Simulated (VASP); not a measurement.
H, 2 atoms in the cell. It takes space group Pm-3m (No. 221, cubic). Conventional cell: a = 2.381 Å, b = 2.381 Å, c = 2.381 Å, α = 90.00°, β = 90.00°, γ = 90.00°. H (site symmetry m-3m) has 6 H at 2.38 Å within 3.1 Å. 

```yaml
Program: VASP 6.6.1
Task: single point
Functional: PBEsol
Potentials_or_basis: VASP PAW PBE potentials, release 64 (H)
Cutoff: 520 eV
k_mesh: 8 × 8 × 8
Occupations: methfessel-paxton, width 0.1 eV
Spin: no spin polarisation
Dipole_correction: no
Further_INCAR_settings: ALGO = Normal; EDIFF = 1e-07; NBANDS = 8
```

Potentials or basis: VASP PAW PBE potentials, release 64 (H).

Launch:

```sh
$ cat potpaw_PBE.64/H/POTCAR > POTCAR
$ mpirun -np 1 vasp_std > vasp.out
```

Hardware: 1 thread of Intel Xeon 6975P-C, on a shared host.

Task: Estimate the wall time of this run.

Result: It took 7.3 s on 1 thread of Intel Xeon 6975P-C (shared host), peak memory 0.14 GiB. Counts: scf iterations 11, k points 29.
